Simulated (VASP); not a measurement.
# SiC (Moissanite): single point with PBE

Crystal: SiC (Moissanite).

```
Si C
1.0
     3.07600    0.00000    0.00000
    -1.53800    2.66389    0.00000
     0.00000    0.00000    5.04800
Si C
2 2
Direct
  0.33333 0.66667 0.00000
  0.66667 0.33333 0.50000
  0.33333 0.66667 0.38500
  0.66667 0.33333 0.88500
```

| Item | Value |
| --- | --- |
| Program | VASP 6.6.1 |
| Task | single point |
| Functional | PBE |
| Potentials or basis | VASP PAW PBE potentials, release 64 (Si, C) |
| Cutoff | 520 eV |
| k mesh | 5 × 5 × 3 |
| Occupations | gaussian, width 0.01 eV |
| Spin | no spin polarisation |

```
Pressure               : 3.7 GPa
Largest force          : 0.739 eV/Å
Band gap on the k mesh : 2.80 eV, indirect (least direct gap 4.18 eV)
```

Forces in eV/Å, atoms in the order of the input:
```
Si   0.000  0.000  0.739
Si   0.000  0.000  0.739
C    0.000  0.000 -0.739
C    0.000  0.000 -0.739
```

Stress tensor (GPa, compression positive):
```
5.34 0.00 0.00
0.00 5.34 0.00
0.00 0.00 0.31
```

Levels at points of the mesh, in eV from the valence-band top:
| k point | band 5 | band 6 | band 7 | band 8 | band 9 | band 10 | band 11 | band 12 |
| --- | --- | --- | --- | --- | --- | --- | --- | --- |
| (0.00, 0.00, 0.00) | -1.56 | -0.28 | -0.28 | 0.00 | 4.62 | 6.02 | 6.49 | 6.49 |

Wall time 8.9 s on 1 thread of Intel Xeon 6975P-C (shared host), peak memory 0.15 GiB.

Caveat: the k points lie up to 0.47 Å⁻¹ apart. A hybrid or GW would open this gap; PBE tends to underestimate it.
